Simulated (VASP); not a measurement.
Wanted: the native input for a VASP 6.6.1 run.

| Item | Value |
| --- | --- |
| Task | single point |
| Functional | PBE |
| Potentials or basis | VASP PAW PBE potentials, release 64 (Mn_pv, S) |
| Cutoff | 500 eV |
| k mesh | 12 × 12 × 12 |
| Occupations | gaussian, width 0.05 eV |
| Spin | no spin polarisation |
| Dipole correction | no |
| Further INCAR settings | ALGO = Normal; EDIFF = 1e-06; NBANDS = 16 |

The structure of MnS lies in POSCAR:

```
MnS
1.0
    0.0000000000      2.4278361185      2.4278361185
    2.4278361185      0.0000000000      2.4278361185
    2.4278361185      2.4278361185      0.0000000000
Mn S
1 1
Direct
    0.0000000000      0.0000000000      0.0000000000
    0.5000000000      0.5000000000      0.5000000000
```

One way to write it, as run:

INCAR

```
SYSTEM = MnS
ALGO = Normal
EDIFF = 1E-6
ENCUT = 500
GGA = PE
GGA_COMPAT = .FALSE.
ISIF = 2
ISMEAR = 0
LASPH = .TRUE.
LCHARG = .FALSE.
LREAL = .FALSE.
LWAVE = .FALSE.
NBANDS = 16
NELM = 120
PREC = Accurate
SIGMA = 0.05
```

KPOINTS

```
k-points
0
G
  12 12 12
  0 0 0
```

Potentials or basis: VASP PAW PBE potentials, release 64 (Mn_pv, S).

Launch:

```sh
$ cat potpaw_PBE.64/Mn_pv/POTCAR potpaw_PBE.64/S/POTCAR > POTCAR
$ mpirun -np 1 vasp_std > vasp.out
```

It gave:

```json
{"Pressure": "-12.4 GPa", "Band gap on the k mesh": "zero (an odd number of electrons rules out a gap without spin polarisation)"}
```

Caveat: the cell stands under tension; the run has no spin polarisation, though such a crystal can be magnetic; semilocal functionals often make such compounds metallic where correlation or magnetic order opens a gap, which also shifts bond lengths.

Run time: 40 s on 1 thread of AMD EPYC 7R43 64-Core Processor (Zen 3), with other jobs on the host, peak memory 0.13 GiB.
